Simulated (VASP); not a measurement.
# Pb: single point with LDA

Crystal: Pb.

```xyz
1
Lattice="-1.9797 1.9797 1.9797 1.9797 -1.9797 1.9797 1.9797 1.9797 -1.9797" Properties=species:S:1:pos:R:3 pbc="T T T"
Pb    0.0000    0.0000    0.0000
```

```yaml
Program: VASP 6.6.1
Task: single point
Functional: LDA
Potentials_or_basis: VASP PAW LDA potentials, release 64 (Pb_d)
Cutoff: 520 eV
k_mesh: 9 × 9 × 9
Occupations: fermi-dirac, width 0.05 eV
Spin: no spin polarisation
```

| Item | Value |
| --- | --- |
| Pressure | -3.4 GPa |
| Band gap on the k mesh | zero (band 7 reaches 14.10 eV, above the bottom of band 8 at 4.75 eV) |

Levels at points of the mesh, in eV from the Fermi level:
```tsv
k point	band 4	band 5	band 6	band 7	band 8	band 9	band 10	band 11
(0.00, 0.00, 0.00)	-16.87	-16.87	-11.66	7.31	7.31	7.31	11.09	11.09
```

It took 7.5 s on 1 thread of Intel(R) Xeon(R) Platinum 8488C (Sapphire Rapids) (shared host), peak memory 0.14 GiB.

Caveat: spin-orbit coupling is left out, which moves the levels of the heavy elements.
